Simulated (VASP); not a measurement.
# Au: single point with PBEsol

Crystal: Au.

```
CELL_PARAMETERS angstrom
0.00000 2.20914 1.88186
2.20914 0.00000 1.88186
2.20914 2.20914 0.00000
ATOMIC_POSITIONS crystal
Au 0.00000 0.00000 0.00000
```

This cell differs from its parent crystal: strain +0.080 along x and y, -0.080 along z.

```json
{
  "Program": "VASP 6.6.1",
  "Task": "single point",
  "Functional": "PBEsol",
  "Potentials or basis": "VASP PAW PBE potentials, release 64 (Au)",
  "Cutoff": "520 eV",
  "k mesh": "20 × 20 × 20",
  "Occupations": "gaussian, width 0.15 eV",
  "Spin": "no spin polarisation",
  "Dipole correction": "no",
  "Further INCAR settings": "ALGO = Normal; EDIFF = 1e-07; NBANDS = 12"
}
```

| Quantity | Value |
| --- | --- |
| Pressure | -10.6 GPa |
| Band gap on the k mesh | zero (an odd number of electrons rules out a gap without spin polarisation) |

Stress tensor (GPa, compression positive):
```
-10.90   0.00   0.00
  0.00 -10.90   0.00
  0.00   0.00 -10.03
```

Levels at points of the mesh, in eV from the Fermi level:
```csv
k point,band 3,band 4,band 5,band 6,band 7,band 8,band 9,band 10
"(0.00, 0.00, 0.00)",-4.58,-3.67,-3.49,-2.52,14.96,17.39,17.39,19.88
"(0.50, 0.00, 0.00)",-3.68,-2.26,-1.61,-0.62,2.78,13.30,14.89,19.31
"(0.50, 0.50, 0.00)",-1.91,-1.62,-1.62,3.14,7.43,8.00,8.00,14.99
"(0.50, 0.00, 0.50)",-2.15,-2.11,-1.35,0.38,4.14,10.73,11.04,17.72
```

Wall time 110 s on 1 thread of Intel Xeon 8259CL, on a shared host, peak memory 0.26 GiB.

Caveat: the cell differs from its parent crystal (strain +0.080 along x and y, -0.080 along z); the cell stands under tension; the PAW data sets were made with another functional, which shifts forces and pressure a little; spin-orbit coupling is left out, which moves the levels of the heavy elements.
